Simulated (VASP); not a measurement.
# MgS in VASP: a series of runs

The runs below take MgS through electric field gradients, with LDA.

Everything below comes from runs of VASP 6.6.1. Logs are shortened: lines on timing, memory, paths and dates and some standing lists are left out, and cuts for length are marked.

## (1) The cell of the first run

It takes space group Fm-3m (No. 225, cubic). The conventional cell has a = 5.305 Å, b = 5.305 Å, c = 5.305 Å, α = 90.00°, β = 90.00°, γ = 90.00°. Mg (site symmetry m-3m) has 6 S at 2.65 Å within 3.5 Å. Within 3.5 Å of S (site symmetry m-3m) lie 6 Mg at 2.65 Å.

## (2) Electric field gradients, LDA (volume scaled by 1.06)

Contents of INCAR:

```
ALGO = Normal ; EDIFF = 1E-8
ENCUT = 520 ; ISIF = 2
ISMEAR = -1 ; LASPH = True
LCHARG = False ; LEFG = True
LREAL = False ; LWAVE = False
NBANDS = 11 ; NELM = 100
PREC = Accurate ; SIGMA = 0.01
```

Contents of KPOINTS:

```
k-points
0
Gamma
  8 8 8
```

Contents of POSCAR:

```
MgS
1.0
    0.0000000000      2.6526756994      2.6526756994
    2.6526756994      0.0000000000      2.6526756994
    2.6526756994      2.6526756994      0.0000000000
Mg S
1 1
Direct
    0.0000000000      0.0000000000      0.0000000000
    0.5000000000      0.5000000000      0.5000000000
```

Potentials or basis: VASP PAW LDA potentials, release 64 (Mg, S).

Started as:

```sh
cat potpaw_LDA.64/Mg/POTCAR potpaw_LDA.64/S/POTCAR > POTCAR
mpirun -np 1 vasp_std > vasp.out
```

OUTCAR:

```text
EDIFF = 1E-8
   ENCUT = 520
   ISIF = 2
   ISMEAR = -1
   LASPH = True
   LREAL = False
   NELM = 100
   PREC = Accurate

 ion  position               nearest neighbor table
   1  0.000  0.000  0.000-   2 2.65   2 2.65   2 2.65   2 2.65   2 2.65   2 2.65
   2  0.500  0.500  0.500-   1 2.65   1 2.65   1 2.65   1 2.65   1 2.65   1 2.65

  LATTYP: Found a face centered cubic cell.
 ALAT       =     5.3053513988

  Lattice vectors:

 A1 = (   0.0000000000,   2.6526756994,   2.6526756994)
 A2 = (   2.6526756994,   0.0000000000,   2.6526756994)
 A3 = (   2.6526756994,   2.6526756994,   0.0000000000)

Analysis of symmetry for initial positions (statically):
=====================================================================
 Subroutine PRICEL returns:
 Original cell was already a primitive cell.

 Routine SETGRP: Setting up the symmetry group for a
 face centered cubic supercell.

 Subroutine GETGRP returns: Found 48 space group operations
 (whereof 48 operations were pure point group operations)
 out of a pool of 48 trial point group operations.

The static configuration has the point symmetry O_h .

Analysis of symmetry for dynamics (positions and initial velocities):
=====================================================================
 Subroutine PRICEL returns:
 Original cell was already a primitive cell.

 Routine SETGRP: Setting up the symmetry group for a
 face centered cubic supercell.

 Subroutine GETGRP returns: Found 48 space group operations
 (whereof 48 operations were pure point group operations)
 out of a pool of 48 trial point group operations.

The dynamic configuration has the point symmetry O_h .

 Subroutine INISYM returns: Found 48 space group operations
 (whereof 48 operations are pure point group operations),
 and found     1 'primitive' translations

----------------------------------------------------------------------------------------

                                     Primitive cell

  volume of cell :      37.3321

  direct lattice vectors                    reciprocal lattice vectors
     0.000000000  2.652675699  2.652675699    -0.188488928  0.188488928  0.188488928
     2.652675699  0.000000000  2.652675699     0.188488928 -0.188488928  0.188488928
     2.652675699  2.652675699  0.000000000     0.188488928  0.188488928 -0.188488928

  length of vectors
     3.751449951  3.751449951  3.751449951     0.326472401  0.326472401  0.326472401

  position of ions in fractional coordinates (direct lattice)
     0.000000000  0.000000000  0.000000000
     0.500000000  0.500000000  0.500000000

  ion indices of the primitive-cell ions
   primitive index   ion index
                 1           1
                 2           2

----------------------------------------------------------------------------------------

 KPOINTS: k-points

Automatic generation of k-mesh.
 Grid dimensions read from file:
 generate k-points for:    8    8    8

 Generating k-lattice:

  Cartesian coordinates                     Fractional coordinates (reciprocal lattice)
    -0.023561116  0.023561116  0.023561116     0.125000000  0.000000000  0.000000000
     0.023561116 -0.023561116  0.023561116     0.000000000  0.125000000  0.000000000
     0.023561116  0.023561116 -0.023561116     0.000000000  0.000000000  0.125000000

  Length of vectors
     0.040809050  0.040809050  0.040809050

  Shift w.r.t. Gamma in fractional coordinates (k-lattice)
     0.000000000  0.000000000  0.000000000

 Subroutine IBZKPT returns following result:
 ===========================================

 Found     29 irreducible k-points:

 Following reciprocal coordinates:
            Coordinates               Weight
  0.000000  0.000000  0.000000      1.000000
  0.125000  0.000000  0.000000      8.000000
  0.250000  0.000000  0.000000      8.000000
  0.375000  0.000000  0.000000      8.000000
  0.500000  0.000000  0.000000      4.000000
  0.125000  0.125000  0.000000      6.000000
[... 16 lines left out ...]
  0.500000  0.250000  0.125000     48.000000
 -0.375000  0.250000  0.125000     24.000000
 [... further k-points ...]
   k-points           NKPTS =     29   k-points in BZ     NKDIM =     29   number of bands    NBANDS=     11
   number of dos      NEDOS =    301   number of ions     NIONS =      2
   total plane-waves  NPLWV =  21952
   dimension x,y,z NGX =    28 NGY =   28 NGZ =   28
   dimension x,y,z NGXF=    56 NGYF=   56 NGZF=   56
   ions per type =               1   1
   NGX,Y,Z   is equivalent  to a cutoff of  12.41, 12.41, 12.41 a.u.
   NGXF,Y,Z  is equivalent  to a cutoff of  24.82, 24.82, 24.82 a.u.
 SYSTEM =  unknown system
   PREC   = accura    normal or accurate (medium, high low for compatibility)
   ISTART =      0    job   : 0-new  1-cont  2-samecut
   ICHARG =      2    charge: 1-file 2-atom 10-const
   ISPIN  =      1    spin polarized calculation?
   LNONCOLLINEAR =      F non collinear calculations
   LSORBIT =      F    spin-orbit coupling
   LASPH  =      T    aspherical Exc in radial PAW
   ENCUT  =  520.0 eV  38.22 Ry    6.18 a.u.   6.98  6.98  6.98*2*pi/ulx,y,z
   NELM   =    100;   NELMIN=  2; NELMDL= -5     # of ELM steps
   EDIFF  = 0.1E-07   stopping-criterion for ELM
   LREAL  =      F    real-space projection
   EDIFFG = 0.1E-06   stopping-criterion for IOM
   NSW    =      0    number of steps for IOM
   IBRION =     -1    ionic relax: 0-MD 1-quasi-New 2-CG
   NFREE  =      0    steps in history (QN), initial steepest desc. (CG)
   ISIF   =      2    stress and relaxation
   ISYM   =      2    0-nonsym 1-usesym 2-fastsym
   POTIM  = 0.5000    time-step for ionic-motion
   TEBEG  =    0.0;   TEEND  =   0.0 temperature during run
   PSTRESS=    0.0 pullay stress
   NELECT =       8.0000    total number of electrons
   NUPDOWN=      -1.0000    fix difference up-down
   EMIN   =  10.00;   EMAX   =-10.00  energy-range for DOS
   EFERMI =   0.00;   METHOD = LEGACY
   ISMEAR =    -1;   SIGMA  =   0.01  broadening in eV -4-tet -1-fermi 0-gaus
   EFERMI_NEDOS =   21; number of points for ismear=-14 and -15
   IALGO  =     38    algorithm
   IMIX   =      4    mixing-type and parameters
     AMIX     =   0.40;   BMIX     =  1.00
     AMIX_MAG =   1.60;   BMIX_MAG =  1.00
  volume/ion in A,a.u.               =      18.67       125.96
  Fermi-wavevector in a.u.,A,eV,Ry     =   0.979664  1.851297 13.058088  0.959742
  Thomas-Fermi vector in A             =   2.110535
   LORBIT       =      0    0 simple, 1 ext, 2 COOP (PROOUT), +10 PAW based schemes
   GGA     = CA    functional components
   LHFCALC =     F    Hartree Fock is set to
   AEXX    =    0.0000 exact exchange contribution
   IVDW    =     0    specifies the selected vdW correction
   LEPSILON=     F    determine dielectric tensor
   LRPA    =     F    only Hartree local field effects (RPA)
 non-spin polarized calculation
  energy-cutoff  :      520.00
  volume of cell :       37.33
 maximum number of plane-waves:      1036
   NGX = 13   NGY = 13   NGZ = 13

 number of electron       8.0000001 magnetization

 Free energy of the ion-electron system (eV)
  ---------------------------------------------------
  ext. energy  EPLUGINS =         0.00000000
  ---------------------------------------------------
  free energy    TOTEN  =        -9.49662420 eV

  energy without entropy =       -9.49662420  energy(sigma->0) =       -9.49662420

 E-fermi :   3.3060     XC(G=0):  -9.7507

 val. band max:        3.0730731051   @ k =   0.0000   0.0000   0.0000
 cond. band min:       5.5055266317   @ k =   0.5000   0.5000   0.0000
 fundamental gap:      2.4324535266
 Fermi energy:         3.3059796409

 k-point     1 :       0.0000    0.0000    0.0000
  band No.  band energies     occupation
      1      -9.2477      2.00000
      2       3.0731      2.00000
      3       3.0731      2.00000
      4       3.0731      2.00000
      5       6.1263      0.00000
      6      10.9399      0.00000
      7      10.9399      0.00000
      8      10.9399      0.00000
      9      13.2705      0.00000
     10      13.2705      0.00000
     11      15.2835      0.00000

 k-point     2 :       0.1250    0.0000    0.0000
  band No.  band energies     occupation
      1      -9.1083      2.00000
      2       2.0287      2.00000
      3       2.9828      2.00000
      4       2.9828      2.00000
      5       6.9701      0.00000
      6      10.5663      0.00000
      7      11.1548      0.00000
      8      11.1548      0.00000
      9      12.5426      0.00000
     10      12.5426      0.00000
     11      15.0411      0.00000
[... 295 lines left out ...]
 k-point    24 :      -0.3750    0.2500    0.1250
  band No.  band energies     occupation
      1      -7.8821      2.00000
      2      -1.0259      2.00000
      3       1.0695      2.00000
      4       2.0046      2.00000
      5       8.3098      0.00000
      6       8.8946      0.00000
      7      11.1436      0.00000
      8      12.0618      0.00000
      9      14.9162      0.00000
     10      15.6437      0.00000
     11      18.0763      0.00000

 [... further k-points ...]
[... 5 lines left out ...]
  --------------------------------------------------------------------------------------
  -------------------------------------------------------------------------------------
  Total       -1.7172117     -1.7172117     -1.7172117      0.0000000      0.0000000     -0.0000000
  in kB      -73.6973630    -73.6973630    -73.6973630      0.0000000      0.0000000     -0.0000000
  external PRESSURE =     -73.6973630 kB  Pullay stress =       0.0000000 kB

 VOLUME and BASIS-vectors are now :
 -----------------------------------------------------------------------------
  energy-cutoff  :      520.00
  volume of cell :       37.33
      direct lattice vectors                 reciprocal lattice vectors
     0.000000000  2.652675699  2.652675699    -0.188488928  0.188488928  0.188488928
     2.652675699  0.000000000  2.652675699     0.188488928 -0.188488928  0.188488928
     2.652675699  2.652675699  0.000000000     0.188488928  0.188488928 -0.188488928

 POSITION                                       TOTAL-FORCE (eV/Angst)
 -----------------------------------------------------------------------------------
      0.00000      0.00000      0.00000         0.000000      0.000000      0.000000
      2.65268      2.65268      2.65268        -0.000000     -0.000000     -0.000000
 -----------------------------------------------------------------------------------
    total drift:                                0.000000      0.000000      0.000000

  FREE ENERGIE OF THE ION-ELECTRON SYSTEM (eV)
  ---------------------------------------------------
  free  energy   TOTEN  =        -9.4966242040 eV

  energy  without entropy=       -9.4966242040  energy(sigma->0) =       -9.49662420

 Electric field gradients (V/A^2)
---------------------------------------------------------------------
 ion       V_xx      V_yy      V_zz      V_xy      V_xz      V_yz
---------------------------------------------------------------------
   1      -0.000    -0.000    -0.000    -0.000    -0.000    -0.000
   2       0.000     0.000     0.000    -0.000    -0.000    -0.000
---------------------------------------------------------------------

 Electric field gradients after diagonalization (V/A^2)
 (convention: |V_zz| > |V_xx| > |V_yy|)
----------------------------------------------------------------------
 ion       V_xx      V_yy      V_zz     asymmetry (V_yy - V_xx)/ V_zz
----------------------------------------------------------------------
   1       0.000     0.000    -0.000       0.000
   2       0.000     0.000    -0.001       0.000
----------------------------------------------------------------------

           NMR quadrupolar parameters

 Cq : quadrupolar parameter    Cq=e*Q*V_zz/h
 eta: asymmetry parameters     (V_yy - V_xx)/ V_zz
 Q  : nuclear electric quadrupole moment in mb (millibarn)
----------------------------------------------------------------------
 ion       Cq(MHz)       eta       Q (mb)
----------------------------------------------------------------------
   1      -0.000       0.000       1.000
   2      -0.000       0.000       1.000
----------------------------------------------------------------------
```

Wall time 25 s (1 thread of Intel Xeon 8259CL, shared host); peak memory 0.14 GiB.

Results:

| Item | Value |
| --- | --- |
| Free energy | -9.4966 eV |
| Pressure | -7.4 GPa |
| Band gap on the k mesh | 2.43 eV, indirect (least direct gap 3.05 eV) |

Levels at points of the mesh, in eV from the valence-band top:
| k point | band 1 | band 2 | band 3 | band 4 | band 5 | band 6 | band 7 | band 8 |
| --- | --- | --- | --- | --- | --- | --- | --- | --- |
| (0.00, 0.00, 0.00) | -12.32 | 0.00 | 0.00 | 0.00 | 3.05 | 7.87 | 7.87 | 7.87 |
| (0.50, 0.00, 0.00) | -11.13 | -4.61 | -0.53 | -0.53 | 4.29 | 6.67 | 6.67 | 9.22 |
| (0.50, 0.50, 0.00) | -10.80 | -3.96 | -1.58 | -1.58 | 2.43 | 4.42 | 11.23 | 12.51 |

Caveat: without QUAD_EFG the Cq values of the log hold for a quadrupole moment of 1 mb, not for the nuclei. A k mesh can miss the band edges.

(Part 1 of 2 ends here.)
